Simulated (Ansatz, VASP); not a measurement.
## Be3GeF2 in VASP and in Ansatz

```xyz
6
Lattice="2.2915 1.3230 3.7777 -2.2915 1.3230 3.7777 0.0000 -2.6460 3.7777" Properties=species:S:1:pos:R:3 pbc="T T T"
Be   -1.1458    0.6615    1.8889
Be    1.1458    0.6615    1.8889
Be    0.0000   -1.3230    1.8889
Ge    0.0000    0.0000    5.6666
F     0.0000    0.0000    8.0508
F     0.0000    0.0000    3.2823
```

Alike in both runs: functional PBE; k mesh 4 × 4 × 4; occupations gaussian, width 0.1 eV; no spin polarisation.

Ansatz relaxed the structure, and its values are those at the end. VASP's run is a single point on that final structure, the one shown.

|  | VASP | Ansatz |
| --- | --- | --- |
| version | VASP 6.6.1 | Ansatz 0.2.0 |
| potentials or method | VASP PAW PBE potentials, release 64 (Be, Ge_d, F), cutoff 520 eV | scalar-relativistic, plane waves, PAW |
| valence electrons in the cell | 34 | 34 |

|  | VASP | Ansatz | Ansatz less VASP |
| --- | --- | --- | --- |
| gap on the k mesh at the Fermi level (eV) | 0.96 | 0.96 | +0.001 |
| least direct gap on the mesh (eV) | 1.75 | 1.75 | -0.001 |
| pressure (GPa) | 0.0 | 0.1 | +0.08 |
| rms of the force components (eV/Å) | 0.009 | 0.002 | -0.0065 |
